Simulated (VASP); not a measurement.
# Ga (C2/c) in VASP: further runs, part 2 of 2

VASP 6.6.1. The steps go on from the part before.

### 3 Single point, PBEsol

Contents of INCAR:

```
  PREC = Accurate
  ENCUT = 520
  EDIFF = 1E-6
  ISMEAR = 0
  SIGMA = 0.1
  LREAL = False
  LASPH = True
  NELM = 80
  ALGO = Fast
  ISIF = 2
  LWAVE = False
  LCHARG = False
  GGA = PS
  NBANDS = 20
```

Contents of KPOINTS:

```
regular mesh
0
Gamma
  16 16 12
```

Contents of POSCAR:

```
Ga
1.0
    1.3830000000     -4.0265000000      0.0000000000
    1.3830000000      4.0265000000      0.0000000000
   -0.1174500000      0.0000000000      3.3299300000
Ga
2
Direct
    0.8662410559      0.1337589441      0.2500000000
    0.1337589441      0.8662410559      0.7500000000
```

Potentials or basis: VASP PAW PBE potentials, release 64 (Ga_d).

On the command line:

```bash
$ cat potpaw_PBE.64/Ga_d/POTCAR > POTCAR
$ mpirun -np 1 vasp_std > vasp.out
```

OUTCAR:

```text
PREC = Accurate
   ENCUT = 520
   EDIFF = 1E-6
   ISMEAR = 0
   LREAL = False
   LASPH = True
   NELM = 80
   ISIF = 2
   GGA = PS

 ion  position               nearest neighbor table
   1  0.866  0.134  0.250-   2 2.72   2 2.72   2 2.83   2 2.83   2 2.89   2 2.89
   2  0.134  0.866  0.750-   1 2.72   1 2.72   1 2.83   1 2.83   1 2.89   1 2.89

  LATTYP: Found a base centered monoclinic cell.
 ALAT       =     2.7660000000
 B/A-ratio  =     2.9114244396
 C/A-ratio  =     1.2046278548
 COS(beta)  =    -0.0352490928

  Lattice vectors:

 A1 = (   1.3830000000,  -4.0265000000,   0.0000000000)
 A2 = (   1.3830000000,   4.0265000000,   0.0000000000)
 A3 = (  -0.1174500000,   0.0000000000,   3.3299300000)

Analysis of symmetry for initial positions (statically):
=====================================================================
 Subroutine PRICEL returns:
 Original cell was already a primitive cell.

 Routine SETGRP: Setting up the symmetry group for a
 base centered monoclinic supercell.

 Subroutine GETGRP returns: Found  4 space group operations
[... 163 lines left out ...]
  ---------------------------------------------------
  free energy    TOTEN  =        -6.67858080 eV

  energy without entropy =       -6.67504624  energy(sigma->0) =       -6.67681352

 E-fermi :   5.5585     XC(G=0): -11.1959

 val. band max:        5.5584730800   @ k =   0.2500   0.1250   0.1667
 cond. band min:       5.5606986967   @ k =  -0.0625  -0.2500   0.3333
 fundamental gap:      0.0022256168
 Fermi energy:         5.5584999571

 k-point     1 :       0.0000    0.0000    0.0000
  band No.  band energies     occupation
      1      -9.5930      2.00000
      2      -9.5890      2.00000
      3      -9.5414      2.00000
      4      -9.5341      2.00000
      5      -9.2618      2.00000
      6      -9.2610      2.00000
[... 541 lines left out ...]
     19      16.3502      0.00000
     20      18.1013      0.00000

 [... further k-points ...]

------------------------ aborting loop because EDIFF is reached ----------------------------------------

  FORCE on cell =-STRESS in cart. coord.  units (eV):
  Direction    XX          YY          ZZ          XY          YZ          ZX
  --------------------------------------------------------------------------------------
  -------------------------------------------------------------------------------------
  Total       -0.3694603     -0.4990795     -0.3891309      0.0000000      0.0000000     -0.0444976
  in kB      -15.9611192    -21.5608232    -16.8109142      0.0000000      0.0000000     -1.9223496
  external PRESSURE =     -18.1109522 kB  Pullay stress =       0.0000000 kB

 VOLUME and BASIS-vectors are now :
 -----------------------------------------------------------------------------
  energy-cutoff  :      520.00
  volume of cell :       37.09
      direct lattice vectors                 reciprocal lattice vectors
     1.383000000 -4.026500000  0.000000000     0.361532899 -0.124177325  0.012751631
     1.383000000  4.026500000  0.000000000     0.361532899  0.124177325  0.012751631
    -0.117450000  0.000000000  3.329930000     0.000000000  0.000000000  0.300306613

 POSITION                                       TOTAL-FORCE (eV/Angst)
 -----------------------------------------------------------------------------------
      1.35364     -2.94934      0.83248         0.000000     -0.000641      0.000000
      1.29491      2.94934      2.49745        -0.000000      0.000641     -0.000000
 -----------------------------------------------------------------------------------
    total drift:                               -0.000000     -0.000000     -0.000000

  FREE ENERGIE OF THE ION-ELECTRON SYSTEM (eV)
  ---------------------------------------------------
  free  energy   TOTEN  =        -6.6785807973 eV

  energy  without entropy=       -6.6750462398  energy(sigma->0) =       -6.67681352
```

OSZICAR:

```text
N       E                     dE             d eps       ncg     rms          rms(c)
DAV:   1     0.130491334303E+03    0.13049E+03   -0.13210E+04 34900   0.246E+03
DAV:   2     0.460386969991E+01   -0.12589E+03   -0.12280E+03 34144   0.383E+02
DAV:   3    -0.659702738760E+01   -0.11201E+02   -0.11144E+02 37160   0.942E+01
DAV:   4    -0.676471702231E+01   -0.16769E+00   -0.16759E+00 37700   0.127E+01
DAV:   5    -0.676755288556E+01   -0.28359E-02   -0.28357E-02 37780   0.163E+00    0.154E+00
RMM:   6    -0.669303026046E+01    0.74523E-01   -0.13104E-01 44649   0.439E+00    0.747E-01
RMM:   7    -0.668018458747E+01    0.12846E-01   -0.32418E-02 46483   0.173E+00    0.226E-01
RMM:   8    -0.667852212725E+01    0.16625E-02   -0.35797E-03 48339   0.581E-01    0.189E-02
RMM:   9    -0.667856379864E+01   -0.41671E-04   -0.60245E-04 48892   0.302E-01    0.124E-02
RMM:  10    -0.667857876448E+01   -0.14966E-04   -0.18084E-04 55557   0.126E-01    0.504E-03
RMM:  11    -0.667858059664E+01   -0.18322E-05   -0.17011E-05 42863   0.369E-02    0.199E-03
RMM:  12    -0.667858079725E+01   -0.20061E-06   -0.37833E-06 28672   0.210E-02
   1 F= -.66785808E+01 E0= -.66768135E+01  d E =-.353456E-02
```

stdout:

```text
POSCAR found type information on POSCAR Ga
 POSCAR found :  1 types and       2 ions
 scaLAPACK will be used
 -----------------------------------------------------------------------------
|                                                                             |
|                                                                             |
|     You enforced a specific xc type in the INCAR file but a different       |
|     I HOPE YOU KNOW WHAT YOU ARE DOING!                                     |
|                                                                             |
 -----------------------------------------------------------------------------

 LDA part: xc-table for (Slater+PW92), standard interpolation
 POSCAR, INCAR and KPOINTS ok, starting setup
 FFT: planning ... GRIDC
 FFT: planning ... GRID_SOFT
 FFT: planning ... GRID
 WAVECAR not read
 entering main loop
WARNING in EDDRMM: call to ZHEGV failed, returncode =   6  3     17
WARNING in EDDRMM: call to ZHEGV failed, returncode =   8  4     20
WARNING in EDDRMM: call to ZHEGV failed, returncode =   8  4     18
WARNING in EDDRMM: call to ZHEGV failed, returncode =   6  3     15
WARNING in EDDRMM: call to ZHEGV failed, returncode =   6  3     15
WARNING in EDDRMM: call to ZHEGV failed, returncode =   8  4     18
WARNING in EDDRMM: call to ZHEGV failed, returncode =   6  3     17
WARNING in EDDRMM: call to ZHEGV failed, returncode =   8  4     20
WARNING in EDDRMM: call to ZHEGV failed, returncode =   6  3     18
WARNING in EDDRMM: call to ZHEGV failed, returncode =   8  4     16
WARNING in EDDRMM: call to ZHEGV failed, returncode =   8  4     18
WARNING in EDDRMM: call to ZHEGV failed, returncode =   6  3     16
```

Wall time 9.1 min (1 thread of AMD EPYC 7R13 (Zen 3), shared host); peak memory 0.53 GiB.

Results:

- Free energy: -6.6786 eV
- Pressure: -1.8 GPa
- Band gap on the k mesh: zero (bands 13 and 14 overlap by 8.47 eV)

Stress tensor (GPa, compression positive):
```
-1.60  0.00 -0.19
 0.00 -2.16  0.00
-0.19  0.00 -1.68
```

Caveat: the PAW data sets were made with another functional, which shifts forces and pressure a little.
